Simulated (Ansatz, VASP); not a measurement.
# Two plane-wave programs on Ge

```xyz
2
Lattice="3.9883 0.0000 0.0000 -1.9941 3.4539 0.0000 0.0000 0.0000 25.1600" Properties=species:S:1:pos:R:3 pbc="T T T"
Ge    0.0000    2.3026    7.0112
Ge    1.9941    1.1513    7.6688
```

Alike in both runs: functional PBEsol; k mesh 12 × 12 × 1; occupations gaussian, width 0.03 eV; no spin polarisation.

Ansatz relaxed the structure, and its values are those at the end. VASP's run is a single point on that final structure, the one shown.

|  | VASP | Ansatz |
| --- | --- | --- |
| version | VASP 6.6.1 | Ansatz 0.2.0 |
| potentials or method | VASP PAW PBE potentials, release 64 (Ge_d), cutoff 410 eV | scalar-relativistic, plane waves, PAW |
| valence electrons in the cell | 28 | 28 |

|  | VASP | Ansatz | Ansatz less VASP |
| --- | --- | --- | --- |
| gap on the k mesh at the Fermi level (eV) | none | none | - |
| rms of the force components (eV/Å) | 0.006 | 0.000 | -0.0056 |

VASP's potentials were made for PBE, not for PBEsol, and Ansatz warns of the same on its side. A gap of «none» marks a metal or a gap that the smearing closes. Ansatz's warnings: slab cell height set, structure snapped to symmetry.
